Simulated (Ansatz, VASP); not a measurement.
## Pt in VASP and in Ansatz

The input POSCAR:

```
Pt
1.0
   -1.5694863909      1.5694863909      1.5694863909
    1.5694863909     -1.5694863909      1.5694863909
    1.5694863909      1.5694863909     -1.5694863909
Pt
1
Direct
    0.0000000000      0.0000000000      0.0000000000
```

The input INCAR.step1:

```
SYSTEM = Pt
ALGO     = Normal         ! electronic algorithm
EDIFF    = 1E-4           ! SCF threshold, eV
ENCUT    = 520            ! plane-wave cutoff, eV
GGA      = PE             ! functional
ISMEAR   = 0              ! smearing method
LASPH    = .True.         ! aspherical terms in the spheres
LCHARG   = .False.        ! write CHGCAR
LREAL    = .False.        ! projectors in reciprocal space
LWAVE    = .True.         ! write WAVECAR
NBANDS   = 11             ! bands
NELM     = 100            ! most SCF steps
PREC     = Accurate       ! precision mode
SIGMA    = 0.15           ! smearing width, eV
```

Contents of INCAR.step2:

```
SYSTEM = Pt
ALGO     = Normal         ! electronic algorithm
EDIFF    = 1E-7           ! SCF threshold, eV
ENCUT    = 520            ! plane-wave cutoff, eV
ISIF     = 2              ! what is computed and relaxed
ISMEAR   = 0              ! smearing method
ISTART   = 1            
LASPH    = .True.         ! aspherical terms in the spheres
LCHARG   = .False.        ! write CHGCAR
LMIXTAU  = .True.       
LREAL    = .False.        ! projectors in reciprocal space
LWAVE    = .False.        ! write WAVECAR
METAGGA  = R2SCAN         ! meta-GGA
NBANDS   = 11             ! bands
NELM     = 100            ! most SCF steps
PREC     = Accurate       ! precision mode
SIGMA    = 0.15           ! smearing width, eV
```

Contents of KPOINTS:

```
k-points
0
Gamma
  30 30 30
  0 0 0
```

Input for Ansatz:

```yaml
crystal:
  lattice:
    - [-1.5694863909, 1.5694863909, 1.5694863909]
    - [1.5694863909, -1.5694863909, 1.5694863909]
    - [1.5694863909, 1.5694863909, -1.5694863909]
  atoms:
    - { symbol: Pt, position: [0.0, 0.0, 0.0] }
basis:
  ecutwfc: 500
kpoints:
  mp_grid: { grid: [30, 30, 30] }
hamiltonian:
  xc: r2scan
scf:
  occupations: { method: gaussian, width: 0.15 }
output:
  forces: true
  stress: true
  eigenvalues: true
  write_density: true
  write_potential: true
  elf: true
  volumetric_format: npy
```

Alike in both runs: task single point; functional r2SCAN; k mesh 30 × 30 × 30; occupations gaussian, width 0.15 eV; no spin polarisation.

|  | VASP | Ansatz |
| --- | --- | --- |
| version | VASP 6.6.1 | Ansatz 0.2.0 |
| potentials or method | VASP PAW PBE potentials, release 64 (Pt), cutoff 520 eV | scalar-relativistic, plane waves, PAW |
| valence electrons in the cell | 10 | 18 |

|  | VASP | Ansatz | Ansatz less VASP |
| --- | --- | --- | --- |
| gap on the k mesh at the Fermi level (eV) | none | none | - |
| pressure (GPa) | 0.9 | 0.2 | -0.64 |

VASP's potentials were made for PBE, not for r2SCAN. A gap of «none» marks a metal or a gap that the smearing closes. With one functional, cell and mesh, what is left measures potentials, basis and numerics. VASP's potentials hold 10 valence electrons a cell and Ansatz's 18, so a difference there can come from the potentials and not from the codes.

Spin-orbit coupling is off throughout.
